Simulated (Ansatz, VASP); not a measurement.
# Two plane-wave programs on Be3I

```
Be I
1.0
    -1.73113    1.73113    5.67608
     1.73113   -1.73113    5.67608
     1.73113    1.73113   -5.67608
Be I
3 1
Direct
  0.50000 0.50000 0.00000
  0.25000 0.75000 0.50000
  0.75000 0.25000 0.50000
  0.00000 0.00000 0.00000
```

Alike in both runs: functional PBE; k mesh 18 × 18 × 18; occupations gaussian, width 0.1 eV; no spin polarisation.

Ansatz relaxed the structure, and its values are those at the end. VASP's run is a single point on that final structure, the one shown.

|  | VASP | Ansatz |
| --- | --- | --- |
| version | VASP 6.6.1 | Ansatz 0.2.0 |
| potentials or method | VASP PAW PBE potentials, release 64 (Be, I), cutoff 520 eV | scalar-relativistic, plane waves, PAW |
| valence electrons in the cell | 13 | 23 |

```csv
,VASP,Ansatz,Ansatz less VASP
gap on the k mesh at the Fermi level (eV),none,none,-
pressure (GPa),0.0,0.0,-0.01
```

A gap of «none» marks a metal or a gap that the smearing closes. The functional is the same, so the differences come from potentials, cutoffs and numerics. VASP's potentials hold 13 valence electrons a cell and Ansatz's 23, so a difference there can come from the potentials and not from the codes.

Spin-orbit coupling is off throughout.
